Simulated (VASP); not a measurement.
Wanted: the native input for a VASP 6.6.1 run.

```yaml
Task: electric field gradients
Functional: PBE
Potentials_or_basis: VASP PAW PBE potentials, release 64 (K_sv, Cl)
Cutoff: 400 eV
k_mesh: 7 × 7 × 7
Occupations: fermi-dirac, width 0.02 eV
Spin: no spin polarisation
Dipole_correction: no
Further_INCAR_settings: ALGO = Normal; EDIFF = 1e-08; NBANDS = 15
```

The structure of KCl lies in POSCAR:

```
KCl
1.0
    3.6340000000      0.0000000000      0.0000000000
    0.0000000000      3.6340000000      0.0000000000
    0.0000000000      0.0000000000      3.5613200000
K Cl
1 1
Direct
    0.0000000000      0.0000000000      0.0000000000
    0.5000000000      0.5000000000      0.5000000000
```

This cell differs from its parent crystal: zz strain of -2 %.

One way to write it, as run:

INCAR

```
ALGO     = Normal         # electronic algorithm
EDIFF    = 1E-8           # SCF threshold, eV
ENCUT    = 400            # plane-wave cutoff, eV
GGA      = PE             # functional
GGA_COMPAT= False        
ISIF     = 2              # what is computed and relaxed
ISMEAR   = -1             # smearing method
LASPH    = True           # aspherical terms in the spheres
LCHARG   = False          # write CHGCAR
LEFG     = True         
LREAL    = False          # projectors in reciprocal space
LWAVE    = False          # write WAVECAR
NBANDS   = 15             # bands
NELM     = 120            # most SCF steps
PREC     = Accurate       # precision mode
SIGMA    = 0.02           # smearing width, eV
```

KPOINTS

```
k-points
0
Gamma
  7 7 7
```

Potentials or basis: VASP PAW PBE potentials, release 64 (K_sv, Cl).

Launch:

```bash
$ cat potpaw_PBE.64/K_sv/POTCAR potpaw_PBE.64/Cl/POTCAR > POTCAR
$ mpirun -np 1 vasp_std > vasp.out
```

It gave:

```yaml
Pressure: 5.4 GPa
Band_gap_on_the_k_mesh: 5.63 eV (least direct gap 5.82 eV)
Largest_electric_field_gradient_by_atom: K +2.8; Cl -5.3 V/Å²
```

Caveat: the cell differs from its parent crystal (zz strain of -2 %); the cell stands under pressure; without QUAD_EFG the Cq values of the log hold for a quadrupole moment of 1 mb, not for the nuclei.

It took 6.1 s on 1 thread of Intel(R) Xeon(R) 6975P-C (Granite Rapids) (shared host), peak memory 0.14 GiB.
